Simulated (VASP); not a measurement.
# CaS (Fm-3m) in VASP: settings compared

Aim: see how the results for CaS move with the level of theory and the settings. Levels: LDA, r2SCAN, PBE, PBEsol. Tasks: single point, relaxation of cell and atoms.

Program: VASP 6.6.1. These are calculated values, not measurements. Logs are shortened: lines on timing, memory, paths and dates and some standing lists are left out, and cuts for length are marked.

## (1) The cell of the first run

The structure is cubic, space group Fm-3m (No. 225). Conventional cell: a = 5.696 Å, b = 5.696 Å, c = 5.696 Å, α = 90.00°, β = 90.00°, γ = 90.00°. Within 3.8 Å of Ca (site symmetry m-3m) lie 6 S at 2.85 Å. S (site symmetry m-3m) has 6 Ca at 2.85 Å within 3.8 Å.

## (2) Single point, LDA

File INCAR:

```
SYSTEM = CaS
ALGO = Normal ; EDIFF = 1E-6
ENCUT = 500 ; GGA_COMPAT = .False.
ISIF = 2 ; ISMEAR = 0
LASPH = .True. ; LCHARG = .False.
LREAL = .False. ; LWAVE = .False.
NBANDS = 15 ; NELM = 120
PREC = Accurate ; SIGMA = 0.01
```

File KPOINTS:

```
k-points
0
Gamma
  8 8 8
  0 0 0
```

File POSCAR:

```
CaS
1.0
    0.0000000000      2.8479335931      2.8479335931
    2.8479335931      0.0000000000      2.8479335931
    2.8479335931      2.8479335931      0.0000000000
Ca S
1 1
Direct
    0.0000000000      0.0000000000      0.0000000000
    0.5000000000      0.5000000000      0.5000000000
```

Potentials or basis: VASP PAW LDA potentials, release 64 (Ca_sv, S).

Run with:

```bash
cat potpaw_LDA.64/Ca_sv/POTCAR potpaw_LDA.64/S/POTCAR > POTCAR
mpirun -np 1 vasp_std > vasp.out
```

OUTCAR:

```text
SYSTEM = CaS
   EDIFF = 1E-6
   ENCUT = 500
   ISIF = 2
   ISMEAR = 0
   LASPH = .True.
   LREAL = .False.
   NELM = 120
   PREC = Accurate

 ion  position               nearest neighbor table
   1  0.000  0.000  0.000-   2 2.85   2 2.85   2 2.85   2 2.85   2 2.85   2 2.85
   2  0.500  0.500  0.500-   1 2.85   1 2.85   1 2.85   1 2.85   1 2.85   1 2.85

  LATTYP: Found a face centered cubic cell.
 ALAT       =     5.6958671862

  Lattice vectors:

 A1 = (   0.0000000000,   2.8479335931,   2.8479335931)
 A2 = (   2.8479335931,   0.0000000000,   2.8479335931)
 A3 = (   2.8479335931,   2.8479335931,   0.0000000000)

Analysis of symmetry for initial positions (statically):
=====================================================================
 Subroutine PRICEL returns:
 Original cell was already a primitive cell.

 Routine SETGRP: Setting up the symmetry group for a
 face centered cubic supercell.

 Subroutine GETGRP returns: Found 48 space group operations
 (whereof 48 operations were pure point group operations)
 out of a pool of 48 trial point group operations.

The static configuration has the point symmetry O_h .

Analysis of symmetry for dynamics (positions and initial velocities):
=====================================================================
 Subroutine PRICEL returns:
 Original cell was already a primitive cell.

 Routine SETGRP: Setting up the symmetry group for a
 face centered cubic supercell.

 Subroutine GETGRP returns: Found 48 space group operations
 (whereof 48 operations were pure point group operations)
 out of a pool of 48 trial point group operations.

The dynamic configuration has the point symmetry O_h .

 Subroutine INISYM returns: Found 48 space group operations
 (whereof 48 operations are pure point group operations),
 and found     1 'primitive' translations

----------------------------------------------------------------------------------------

                                     Primitive cell

  volume of cell :      46.1976

  direct lattice vectors                    reciprocal lattice vectors
     0.000000000  2.847933593  2.847933593    -0.175565891  0.175565891  0.175565891
     2.847933593  0.000000000  2.847933593     0.175565891 -0.175565891  0.175565891
     2.847933593  2.847933593  0.000000000     0.175565891  0.175565891 -0.175565891

  length of vectors
     4.027586312  4.027586312  4.027586312     0.304089044  0.304089044  0.304089044

  position of ions in fractional coordinates (direct lattice)
     0.000000000  0.000000000  0.000000000
     0.500000000  0.500000000  0.500000000

  ion indices of the primitive-cell ions
   primitive index   ion index
                 1           1
                 2           2

----------------------------------------------------------------------------------------

 KPOINTS: k-points

Automatic generation of k-mesh.
 Grid dimensions read from file:
 generate k-points for:    8    8    8

 Generating k-lattice:

  Cartesian coordinates                     Fractional coordinates (reciprocal lattice)
    -0.021945736  0.021945736  0.021945736     0.125000000  0.000000000  0.000000000
     0.021945736 -0.021945736  0.021945736     0.000000000  0.125000000  0.000000000
     0.021945736  0.021945736 -0.021945736     0.000000000  0.000000000  0.125000000

  Length of vectors
     0.038011131  0.038011131  0.038011131

  Shift w.r.t. Gamma in fractional coordinates (k-lattice)
     0.000000000  0.000000000  0.000000000

 Subroutine IBZKPT returns following result:
 ===========================================

 Found     29 irreducible k-points:

 Following reciprocal coordinates:
            Coordinates               Weight
  0.000000  0.000000  0.000000      1.000000
  0.125000  0.000000  0.000000      8.000000
  0.250000  0.000000  0.000000      8.000000
  0.375000  0.000000  0.000000      8.000000
  0.500000  0.000000  0.000000      4.000000
  0.125000  0.125000  0.000000      6.000000
[... 16 lines left out ...]
  0.500000  0.250000  0.125000     48.000000
[... 45 lines left out ...]
 cond. band min:       4.6979488492   @ k =   0.5000   0.5000   0.0000
 fundamental gap:      2.1424412816
 Fermi energy:         2.6049172308

 k-point     1 :       0.0000    0.0000    0.0000
  band No.  band energies     occupation
      1     -36.1842      2.00000
      2     -17.4621      2.00000
      3     -17.4621      2.00000
      4     -17.4621      2.00000
      5      -8.7354      2.00000
      6       2.5555      2.00000
      7       2.5555      2.00000
      8       2.5555      2.00000
      9       6.4357      0.00000
     10       6.5186      0.00000
     11       6.5186      0.00000
     12       6.5186      0.00000
     13       7.1591      0.00000
     14       7.1591      0.00000
     15      13.1890      0.00000

 k-point     2 :       0.1250    0.0000    0.0000
  band No.  band energies     occupation
      1     -36.1824      2.00000
      2     -17.4889      2.00000
      3     -17.4642      2.00000
      4     -17.4642      2.00000
      5      -8.6243      2.00000
      6       1.8642      2.00000
      7       2.3198      2.00000
      8       2.3198      2.00000
      9       6.5014      0.00000
     10       6.7504      0.00000
     11       6.7504      0.00000
     12       7.2447      0.00000
     13       7.5758      0.00000
     14       7.5758      0.00000
     15      13.3721      0.00000

 k-point     3 :       0.2500    0.0000    0.0000
  band No.  band energies     occupation
      1     -36.1780      2.00000
      2     -17.5525      2.00000
      3     -17.4691      2.00000
      4     -17.4691      2.00000
      5      -8.3418      2.00000
      6       0.6704      2.00000
      7       1.8609      2.00000
      8       1.8609      2.00000
      9       6.6320      0.00000
     10       7.3355      0.00000
     11       7.3355      0.00000
     12       8.6047      0.00000
     13       8.6049      0.00000
     14       8.6049      0.00000
     15      12.7657      0.00000
[... 343 lines left out ...]
 k-point    23 :       0.5000    0.2500    0.1250
  band No.  band energies     occupation
      1     -36.1712      2.00000
      2     -17.5935      2.00000
      3     -17.5116      2.00000
      4     -17.4851      2.00000
      5      -8.0169      2.00000
      6      -0.0116      2.00000
      7       1.2094      2.00000
      8       1.4453      2.00000
      9       6.6794      0.00000
     10       8.2401      0.00000
     11       8.5243      0.00000
     12       8.6640      0.00000
     13       9.3001      0.00000
     14      10.8317      0.00000
     15      11.1831      0.00000

 k-point    24 :      -0.3750    0.2500    0.1250
  band No.  band energies     occupation
      1     -36.1698      2.00000
      2     -17.6069      2.00000
      3     -17.5150      2.00000
      4     -17.4900      2.00000
      5      -7.9353      2.00000
      6      -0.1458      2.00000
      7       1.0182      2.00000
      8       1.3548      2.00000
      9       7.3511      0.00000
     10       7.6711      0.00000
     11       8.8178      0.00000
     12       9.1483      0.00000
     13       9.4472      0.00000
     14      10.4088      0.00000
     15      11.6815      0.00000

 [... further k-points ...]
[... 5 lines left out ...]
  --------------------------------------------------------------------------------------
  -------------------------------------------------------------------------------------
  Total       -1.1288104     -1.1288104     -1.1288104      0.0000000      0.0000000     -0.0000000
  in kB      -39.1482196    -39.1482196    -39.1482196      0.0000000      0.0000000     -0.0000000
  external PRESSURE =     -39.1482196 kB  Pullay stress =       0.0000000 kB

 VOLUME and BASIS-vectors are now :
 -----------------------------------------------------------------------------
  energy-cutoff  :      500.00
  volume of cell :       46.20
      direct lattice vectors                 reciprocal lattice vectors
     0.000000000  2.847933593  2.847933593    -0.175565891  0.175565891  0.175565891
     2.847933593  0.000000000  2.847933593     0.175565891 -0.175565891  0.175565891
     2.847933593  2.847933593  0.000000000     0.175565891  0.175565891 -0.175565891

 POSITION                                       TOTAL-FORCE (eV/Angst)
 -----------------------------------------------------------------------------------
      0.00000      0.00000      0.00000        -0.000000     -0.000000      0.000000
      2.84793      2.84793      2.84793         0.000000      0.000000     -0.000000
 -----------------------------------------------------------------------------------
    total drift:                               -0.000000      0.000000      0.000000

  FREE ENERGIE OF THE ION-ELECTRON SYSTEM (eV)
  ---------------------------------------------------
  free  energy   TOTEN  =       -11.3962956921 eV

  energy  without entropy=      -11.3962956921  energy(sigma->0) =      -11.39629569
```

It took 32 s on 1 thread of Intel Xeon 8259CL, shared host; peak memory 0.16 GiB.

What came out:

```
Free energy            : -11.3963 eV
Pressure               : -3.9 GPa
Band gap on the k mesh : 2.14 eV, indirect (least direct gap 2.96 eV)
```

A k mesh can miss the band edges.

## (3) Single point, r2SCAN

POSCAR is that of step 2.

File INCAR.step1:

```
SYSTEM = CaS
PREC = Accurate ; ENCUT = 550
ISMEAR = -1 ; SIGMA = 0.02
LREAL = .FALSE. ; LASPH = .TRUE.
NELM = 120 ; NBANDS = 15
GGA = PE ; ALGO = Normal
EDIFF = 1E-5 ; LWAVE = .TRUE.
LCHARG = .FALSE. ; GGA_COMPAT = .FALSE.
```

File INCAR.step2:

```
SYSTEM = CaS
PREC = Accurate ; ENCUT = 550
EDIFF = 1E-6 ; ISMEAR = -1
SIGMA = 0.02 ; LREAL = .FALSE.
LASPH = .TRUE. ; NELM = 120
ALGO = Normal ; ISIF = 2
LWAVE = .FALSE. ; LCHARG = .TRUE.
METAGGA = R2SCAN ; LMIXTAU = .TRUE.
LELF = .TRUE. ; LVHAR = .TRUE.
NBANDS = 15 ; ISTART = 1
GGA_COMPAT = .FALSE.
```

File KPOINTS:

```
Automatic mesh
0
G
  8 8 8
  0 0 0
```

Potentials or basis: VASP PAW PBE potentials, release 64 (Ca_sv, S).

Run with:

```bash
cat potpaw_PBE.64/Ca_sv/POTCAR potpaw_PBE.64/S/POTCAR > POTCAR
cp INCAR.step1 INCAR
mpirun -np 1 vasp_std > vasp.out
cp INCAR.step2 INCAR
mpirun -np 1 vasp_std > vasp.out
```

Wall time 2.1 min (1 thread of Intel Xeon 8259CL, shared host); peak memory 0.2 GiB.

The run converged. Its results:

```yaml
Free_energy: -19.9421 eV
Pressure: 0.3 GPa
Band_gap_on_the_k_mesh: 2.80 eV, indirect (least direct gap 3.63 eV)
```

Levels at points of the mesh, in eV from the valence-band top:
| k point | band 5 | band 6 | band 7 | band 8 | band 9 | band 10 | band 11 | band 12 |
| --- | --- | --- | --- | --- | --- | --- | --- | --- |
| (0.00, 0.00, 0.00) | -11.79 | 0.00 | 0.00 | 0.00 | 4.67 | 4.67 | 4.67 | 4.92 |
| (0.50, 0.00, 0.00) | -10.96 | -3.10 | -1.16 | -1.16 | 5.79 | 6.68 | 6.82 | 6.82 |
| (0.50, 0.50, 0.00) | -11.15 | -2.31 | -0.83 | -0.83 | 2.80 | 6.18 | 6.77 | 7.41 |

Caveat: the PAW data sets were made with another functional, which shifts forces and pressure a little.

## (4) Single point, r2SCAN

POSCAR is that of step 3.

File INCAR.step1:

```
SYSTEM = CaS
PREC = Accurate
ENCUT = 550
ISMEAR = 0
SIGMA = 0.01
LREAL = .FALSE.
LASPH = .TRUE.
NELM = 120
NBANDS = 15
GGA = PE
ALGO = Normal
EDIFF = 1E-5
LWAVE = .TRUE.
LCHARG = .FALSE.
GGA_COMPAT = .FALSE.
```

File INCAR.step2:

```
SYSTEM = CaS
PREC = Accurate
ENCUT = 550
EDIFF = 1E-6
ISMEAR = 0
SIGMA = 0.01
LREAL = .FALSE.
LASPH = .TRUE.
NELM = 120
ALGO = Normal
ISIF = 2
LWAVE = .FALSE.
LCHARG = .FALSE.
METAGGA = R2SCAN
LMIXTAU = .TRUE.
NBANDS = 15
ISTART = 1
GGA_COMPAT = .FALSE.
```

KPOINTS is that of step 3.

Run with:

```bash
cat potpaw_PBE.64/Ca_sv/POTCAR potpaw_PBE.64/S/POTCAR > POTCAR
cp INCAR.step1 INCAR
mpirun -np 1 vasp_std > vasp.out
cp INCAR.step2 INCAR
mpirun -np 1 vasp_std > vasp.out
```

Wall time 2 min (1 thread of Intel Xeon 8259CL, shared host); peak memory 0.2 GiB.

It converged, with:

- Free energy: -19.9421 eV
- Pressure: 0.3 GPa
- Band gap on the k mesh: 2.80 eV, indirect (least direct gap 3.63 eV)

Levels at points of the mesh, in eV from the valence-band top:
```tsv
k point	band 6	band 7	band 8	band 9	band 10	band 11
(0.00, 0.00, 0.00)	0.00	0.00	0.00	4.67	4.67	4.67
(0.50, 0.00, 0.00)	-3.10	-1.16	-1.16	5.79	6.68	6.82
(0.50, 0.50, 0.00)	-2.31	-0.83	-0.83	2.80	6.18	6.77
```

Caveat: the PAW data sets were made with another functional, which shifts forces and pressure a little. A k mesh can miss the band edges.

## (5) Relaxation of cell and atoms, PBE

This run uses another cell than the first one, of 23.21 Å³/atom, 1.005 times its volume.

File INCAR:

```
PREC     = Accurate       # precision mode
ENCUT    = 500            # plane-wave cutoff, eV
EDIFF    = 1E-7           # SCF threshold, eV
ISMEAR   = -1             # smearing method
SIGMA    = 0.02           # smearing width, eV
LREAL    = False          # projectors in reciprocal space
LASPH    = True           # aspherical terms in the spheres
NELM     = 120            # most SCF steps
ALGO     = Normal         # electronic algorithm
ISIF     = 3              # what is computed and relaxed
LWAVE    = False          # write WAVECAR
LCHARG   = False          # write CHGCAR
GGA      = PE             # functional
IBRION   = 2              # ionic algorithm
NSW      = 80             # ionic steps
EDIFFG   = -0.005         # ionic threshold
GGA_COMPAT= False        
NELMIN   = 4
```

File KPOINTS:

```
regular mesh
0
Gamma
  8 8 8
```

File POSCAR:

```
CaS
1.0
    0.0000000000      2.8523742917      2.8523742917
    2.8523742917      0.0000000000      2.8523742917
    2.8523742917      2.8523742917      0.0000000000
Ca S
1 1
Direct
    0.0000000000      0.0000000000      0.0000000000
    0.5000000000      0.5000000000      0.5000000000
```

Run with:

```bash
cat potpaw_PBE.64/Ca_sv/POTCAR potpaw_PBE.64/S/POTCAR > POTCAR
mpirun -np 1 vasp_std > vasp.out
```

It took 77 s on 1 thread of Intel Xeon 8259CL, shared host; peak memory 0.18 GiB.

Results (log left out):

| Quantity | Value |
| --- | --- |
| Free energy | -10.3649 eV |
| Relaxed volume | 23.35 Å³/atom |
| Relaxed cell | a = 4.042 Å, b = 4.042 Å, c = 4.042 Å, α = 60.00°, β = 60.00°, γ = 60.00° |
| Space group after relaxing (to 0.05 Å) | Fm-3m (No. 225) |
| Energy gained by relaxing | 0.2 meV/atom |
| Ionic steps | 3 |
| Pressure after relaxing | 0.0 GPa |
| Band gap on the k mesh | 2.38 eV, indirect (least direct gap 3.18 eV) |

The path:
| step | energy change (eV) | largest force (eV/Å) | pressure (GPa) | volume (Å³) |
| --- | --- | --- | --- | --- |
| 1 | 0.0000 | 0.0000 | 0.36 | 46.41 |
| 2 | -0.0003 | 0.0000 | -0.07 | 46.76 |
| 3 | -0.0003 | 0.0000 | 0.00 | 46.70 |

Final structure:
```cif
data_structure
_symmetry_space_group_name_H-M 'P 1'
_symmetry_Int_Tables_number 1
_cell_length_a 4.0422
_cell_length_b 4.0422
_cell_length_c 4.0422
_cell_angle_alpha 60.000
_cell_angle_beta 60.000
_cell_angle_gamma 60.000
_cell_volume 46.70
loop_
_atom_site_label
_atom_site_type_symbol
_atom_site_fract_x
_atom_site_fract_y
_atom_site_fract_z
_atom_site_occupancy
Ca1 Ca 0.00000 0.00000 0.00000 1
S1 S 0.50000 0.50000 0.50000 1
```

Levels at points of the mesh, in eV from the valence-band top:
| k point | band 6 | band 7 | band 8 | band 9 | band 10 | band 11 |
| --- | --- | --- | --- | --- | --- | --- |
| (0.00, 0.00, 0.00) | 0.00 | 0.00 | 0.00 | 4.08 | 4.17 | 4.17 |
| (0.50, 0.00, 0.00) | -3.05 | -1.13 | -1.13 | 5.20 | 6.02 | 6.16 |
| (0.50, 0.50, 0.00) | -2.25 | -0.80 | -0.80 | 2.38 | 5.58 | 5.96 |

A k mesh can miss the band edges.

## (6) Relaxation of cell and atoms, PBEsol

This run uses another cell than the first one, of 23.29 Å³/atom, 1.008 times its volume.

File INCAR:

```
SYSTEM = CaS
ALGO = Normal ; EDIFF = 1E-7
EDIFFG = -0.005 ; ENCUT = 500
GGA = PS ; GGA_COMPAT = .False.
IBRION = 2 ; ISIF = 3
ISMEAR = -1 ; LASPH = .True.
LCHARG = .False. ; LREAL = .False.
LWAVE = .False. ; NELM = 120
NELMIN = 4 ; NSW = 80
PREC = Accurate ; SIGMA = 0.02
```

File KPOINTS:

```
k-points
0
Gamma
  8 8 8
  0 0 0
```

File POSCAR:

```
CaS
1.0
    0.0000000000      2.8558999548      2.8558999548
    2.8558999548      0.0000000000      2.8558999548
    2.8558999548      2.8558999548      0.0000000000
Ca S
1 1
Direct
    0.0000000000      0.0000000000      0.0000000000
    0.5000000000      0.5000000000      0.5000000000
```

Potentials or basis: VASP PAW PBE potentials, release 64 (Ca_sv, S).

Run with:

```bash
cat potpaw_PBE.64/Ca_sv/POTCAR potpaw_PBE.64/S/POTCAR > POTCAR
mpirun -np 1 vasp_std > vasp.out
```

It took 80 s on 1 thread of Intel Xeon 8259CL, shared host; peak memory 0.18 GiB.

The run converged. Its results:

* Free energy: -10.9169 eV
* Relaxed volume: 22.41 Å³/atom
* Relaxed cell: a = 3.987 Å, b = 3.987 Å, c = 3.987 Å, α = 60.00°, β = 60.00°, γ = 60.00°
* Space group after relaxing (to 0.05 Å): Fm-3m (No. 225)
* Energy gained by relaxing: 6.2 meV/atom
* Ionic steps: 3
* Pressure after relaxing: 0.0 GPa
* Band gap on the k mesh: 2.16 eV, indirect (least direct gap 3.00 eV)

Step by step:
| step | energy change (eV) | largest force (eV/Å) | pressure (GPa) | volume (Å³) |
| --- | --- | --- | --- | --- |
| 1 | 0.0000 | 0.0000 | -2.19 | 46.59 |
| 2 | -0.0119 | 0.0000 | 0.50 | 44.47 |
| 3 | -0.0124 | 0.0000 | 0.00 | 44.83 |

Final structure:
```xyz
2
Lattice="0.0000 2.8195 2.8195 2.8195 0.0000 2.8195 2.8195 2.8195 0.0000" Properties=species:S:1:pos:R:3 pbc="T T T"
Ca    0.0000    0.0000    0.0000
S     2.8195    2.8195    2.8195
```

Levels at points of the mesh, in eV from the valence-band top:
| k point | band 5 | band 6 | band 7 | band 8 | band 9 | band 10 | band 11 | band 12 |
| --- | --- | --- | --- | --- | --- | --- | --- | --- |
| (0.00, 0.00, 0.00) | -11.43 | 0.00 | 0.00 | 0.00 | 4.08 | 4.08 | 4.08 | 4.15 |
| (0.50, 0.00, 0.00) | -10.53 | -3.27 | -1.24 | -1.24 | 5.11 | 6.11 | 6.26 | 6.26 |
| (0.50, 0.50, 0.00) | -10.76 | -2.38 | -0.84 | -0.84 | 2.16 | 5.64 | 6.03 | 6.90 |

Caveat: the PAW data sets were made with another functional, which shifts forces and pressure a little.

## (7) Summary

```tsv
task	level	potentials or basis	cell	cutoff (eV)	smearing	gap on the mesh (eV)	pressure (GPa)	relaxed volume (Å³/atom)
single point	LDA	VASP PAW LDA potentials, release 64 (Ca_sv, S)	a = 4.028 Å, angles 60.0°, 2 atoms	500	gaussian 0.01 eV	2.14	-3.9	-
single point	r2SCAN	VASP PAW PBE potentials, release 64 (Ca_sv, S)	a = 4.028 Å, angles 60.0°, 2 atoms	550	fermi-dirac 0.02 eV	2.80	0.3	-
single point	r2SCAN	VASP PAW PBE potentials, release 64 (Ca_sv, S)	a = 4.028 Å, angles 60.0°, 2 atoms	550	gaussian 0.01 eV	2.80	0.3	-
relaxation of cell and atoms	PBE	VASP PAW PBE potentials, release 64 (Ca_sv, S)	relaxed from a = 4.034 Å, angles 60.0°, 2 atoms	500	fermi-dirac 0.02 eV	2.38	0.0	23.35
relaxation of cell and atoms	PBEsol	VASP PAW PBE potentials, release 64 (Ca_sv, S)	relaxed from a = 4.039 Å, angles 60.0°, 2 atoms	500	fermi-dirac 0.02 eV	2.16	0.0	22.41
```

Alike in all rows: no spin polarisation; k mesh 8 × 8 × 8.

Caveats: the PAW data sets were made with another functional, which shifts forces and pressure a little (some runs).

Total energies depend on the potentials used, so only differences within one code and one set of settings carry meaning.
